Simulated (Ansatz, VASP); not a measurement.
# Two plane-wave programs on Al2O3

The input INCAR:

```
SYSTEM = Al2O3
ALGO = Normal
EDIFF = 1E-6
ENCUT = 520
GGA = PE
ISIF = 2
ISMEAR = 0
IVDW = 12
LASPH = .True.
LCHARG = .False.
LREAL = .False.
LWAVE = .False.
NBANDS = 20
NELM = 60
PREC = Accurate
SIGMA = 0.05
```

KPOINTS

```
k-points
0
Gamma
  9 9 4
  0 0 0
```

The input POSCAR:

```
Al2O3
1.0
    2.7812000000      0.0000000000      0.0000000000
   -1.3906000000      2.4085898530      0.0000000000
    0.0000000000      0.0000000000      7.5151000000
Al O
2 3
Direct
    0.0000000000      0.0000000000      0.1907358529
    0.0000000000      0.0000000000      0.8092641471
    0.3333333333      0.6666666667      0.2840924954
    0.6666666667      0.3333333333      0.0000000000
    0.3333333333      0.6666666667      0.7159075046
```

Input for Ansatz:

```yaml
crystal:
  lattice:
    - [2.7812, 0.0, 0.0]
    - [-1.3906, 2.408589853, 0.0]
    - [0.0, 0.0, 7.5151]
  atoms:
    - { symbol: Al, position: [0.0, 0.0, 0.1907358529] }
    - { symbol: Al, position: [0.0, 0.0, 0.8092641471] }
    - { symbol: O, position: [0.3333333333, 0.6666666667, 0.2840924954] }
    - { symbol: O, position: [0.6666666667, 0.3333333333, 0.0] }
    - { symbol: O, position: [0.3333333333, 0.6666666667, 0.7159075046] }
basis:
  ecutwfc: 520.0
kpoints:
  mp_grid: { grid: [9, 9, 4] }
hamiltonian:
  xc: pbe
  pseudopotentials: { kind: paw, azcp: { folder: soft_1 } }
  dispersion: d3bj
scf:
  occupations: { method: gaussian, width: 0.05 }
output:
  forces: true
  stress: true
  eigenvalues: true
```

Alike in both runs: task single point; functional PBE; dispersion D3(BJ); k mesh 9 × 9 × 4; occupations gaussian, width 0.05 eV; no spin polarisation.

```csv
,VASP,Ansatz
version,VASP 6.6.1,Ansatz 0.2.0
potentials or method,"VASP PAW PBE potentials, release 64 (Al, O), cutoff 520 eV","scalar-relativistic, plane waves, PAW"
valence electrons in the cell,24,24
```

```tsv
	VASP	Ansatz	Ansatz less VASP
gap on the k mesh at the Fermi level (eV)	5.41	5.43	+0.019
least direct gap on the mesh (eV)	5.59	5.60	+0.016
pressure (GPa)	10.6	10.4	-0.15
traceless stress, the component that is largest in VASP (GPa)	-16.40	-16.06	+0.342
rms of the force components (eV/Å)	0.388	0.406	+0.0182
```

Atom by atom the forces differ by 0.019 eV/Å (rms over components).
